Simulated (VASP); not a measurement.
Si, 2 atoms in the cell. It takes space group I4_1/amd (No. 141, tetragonal). The conventional cell has a = 3.421 Å, b = 3.421 Å, c = 6.842 Å, α = 90.00°, β = 90.00°, γ = 90.00°. Si (site symmetry -4m2) has 4 Si at 2.42 Å within 3.2 Å.  This cell differs from its parent crystal: ratio of the length along z to the lengths across it x 1.414, volume and fractional coordinates fixed.

```yaml
Program: VASP 6.6.1
Task: single point
Functional: PBEsol
Potentials_or_basis: VASP PAW PBE potentials, release 64 (Si)
Cutoff: 520 eV
k_mesh: 12 × 12 × 12
Occupations: gaussian, width 0.05 eV
Spin: no spin polarisation
Dipole_correction: no
Further_INCAR_settings: ALGO = Normal; EDIFF = 1e-06; NBANDS = 11
```

Potentials or basis: VASP PAW PBE potentials, release 64 (Si).

Command:

```console
$ cat potpaw_PBE.64/Si/POTCAR > POTCAR
$ mpirun -np 1 vasp_std > vasp.out
```

Hardware: 1 thread of Intel Xeon 6975P-C, on a shared host.

Question: How long does it take, and how much memory?

Answer: Wall time 45 s on 1 thread of Intel Xeon 6975P-C, with other jobs on the host, peak memory 0.2 GiB. Counts: scf iterations 11, k points 163.
